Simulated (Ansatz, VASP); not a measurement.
**Al2O3: VASP beside Ansatz**

```
Al O
1.0
     2.42599    1.40064    4.41675
    -2.42599    1.40064    4.41675
     0.00000   -2.80129    4.41675
Al O
4 6
Cartesian
  0.0000 0.0000 4.6629
  0.0000 0.0000 1.9622
  0.0000 0.0000 8.5874
  0.0000 0.0000 11.2880
  -0.9395 1.4006 7.7293
  -0.7432 -1.5140 7.7293
  1.6827 0.1133 7.7293
  0.9395 -1.4006 5.5209
  0.7432 1.5140 5.5209
  -1.6827 -0.1133 5.5209
```

Alike in both runs: task single point; functional r2SCAN; k mesh 6 × 6 × 6; no spin polarisation.

|  | VASP | Ansatz |
| --- | --- | --- |
| version | VASP 6.6.1 | Ansatz 0.2.0 |
| potentials or method | VASP PAW PBE potentials, release 64 (Al, O) | plane waves, PAW |
| plane-wave cutoff (eV) | 520 | 500 |
| occupations | gaussian, width 0.01 eV | fixed |
| valence electrons in the cell | 48 | 48 |

```csv
,VASP,Ansatz,Ansatz less VASP
gap on the k mesh at the Fermi level (eV),6.41,6.40,-0.015
pressure (GPa),-13.9,-13.3,+0.54
"traceless stress, the component that is largest in VASP (GPa)",0.58,0.62,+0.041
rms of the force components (eV/Å),0.034,0.031,-0.0034
```

VASP's potentials were made for PBE, not for r2SCAN. Atom by atom the forces differ by 0.008 eV/Å (rms over components).
